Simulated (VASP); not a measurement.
Runs of VASP 6.6.1 on LiF. The structure is that of space group Pm-3m (No. 221), or close to it. The cells are those of the table. 

| cell | gap on the mesh (eV) |
| --- | --- |
| a = 2.457, b = 2.457, c = 2.355 Å, 2 atoms | 8.74 |
| a = 2.560, b = 2.560, c = 2.355 Å, 2 atoms | 7.66 |
| a = 2.662 Å, 2 atoms | 6.63 |
| a = 2.457, b = 2.457, c = 2.662 Å, 2 atoms | 7.55 |
| a = 2.457, b = 2.457, c = 2.560 Å, 2 atoms | 8.08 |
| a = 2.355, b = 2.355, c = 2.457 Å, 2 atoms | (a) |
| a = 2.764 Å, 2 atoms | (b) |
| a = 2.457 Å, 2 atoms | 8.60 |
| a = 2.560, b = 2.560, c = 2.457 Å, 2 atoms | (c) |

Alike in all rows: task single point; level PBE; potentials or basis VASP PAW PBE potentials, release 64 (Li_sv, F); no spin polarisation; k mesh 10 × 10 × 10; cutoff (eV) 520; smearing gaussian 0.05 eV.

Estimate the missing entries.

(a) 9.30; (b) 5.90; (c) 7.63.

A k mesh can miss the band edges.
